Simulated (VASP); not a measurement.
A run of VASP 6.6.1 is set up as follows.

The input INCAR:

```
SYSTEM = Ga6AsP4
ALGO = Normal ; EDIFF = 1E-6
ENCUT = 400 ; GGA = PE
GGA_COMPAT = .False. ; ISIF = 2
ISMEAR = 0 ; LASPH = .True.
LCHARG = .False. ; LREAL = .False.
LWAVE = .False. ; NBANDS = 62
NELM = 120 ; PREC = Accurate
SIGMA = 0.02
```

KPOINTS

```
Automatic mesh
0
Gamma
  2 3 3
  0.5 0 0
```

POSCAR

```
Ga6AsP4
1.0
    0.0000000000      0.0000000000      6.3938253771
   -5.8216462079     -3.3611290053      0.0000000000
    5.8216462079     -3.3611290053      0.0000000000
Ga As P
6 1 4
Direct
    0.4993750707      0.3333333824      0.3333333824
    0.4856959358      1.0000000709      0.6666666923
    0.5126295772      0.6666666752      0.0000000896
    0.9916947408      0.2881247942      0.9436764825
    0.9916947408      0.9888850027      0.3785418329
    0.9916947408      0.7229901999      0.6777816814
    0.8847185630      0.3333333824      0.3333333824
    0.8836328280      0.6666666752      0.0000000896
    0.3762713021      0.3339223659      0.9974939507
    0.3762713021      0.9969048234      0.3327442300
    0.3762713021      0.6691728075      0.6697618162
```

Potentials or basis: VASP PAW PBE potentials, release 64 (Ga_d, As, P).

Run with:

```console
$ cat potpaw_PBE.64/Ga_d/POTCAR potpaw_PBE.64/As/POTCAR potpaw_PBE.64/P/POTCAR > POTCAR
$ mpirun -np 1 vasp_std > vasp.out
```

Estimate the band gap on the k mesh.

zero (an odd number of electrons rules out a gap without spin polarisation).

What does it give for the largest force?

0.018 eV/Å.

Estimate the pressure.

-2.2 GPa.

Forces on the atoms (eV/Å):
```
Ga   0.000  0.000 -0.011
Ga   0.000  0.000 -0.015
Ga   0.000  0.000  0.001
Ga  -0.003  0.016 -0.004
Ga   0.015 -0.005 -0.004
Ga  -0.012 -0.010 -0.004
As   0.000  0.000  0.007
P    0.000  0.000  0.018
P   -0.004  0.013  0.004
P    0.013 -0.003  0.004
P   -0.009 -0.010  0.004
```

Caveat: the k points lie up to 0.49 Å⁻¹ apart, too coarse for converged energies and pressures of a metal; an odd number of electrons without spin polarisation forces a metal; a magnetic or distorted state may lie lower.
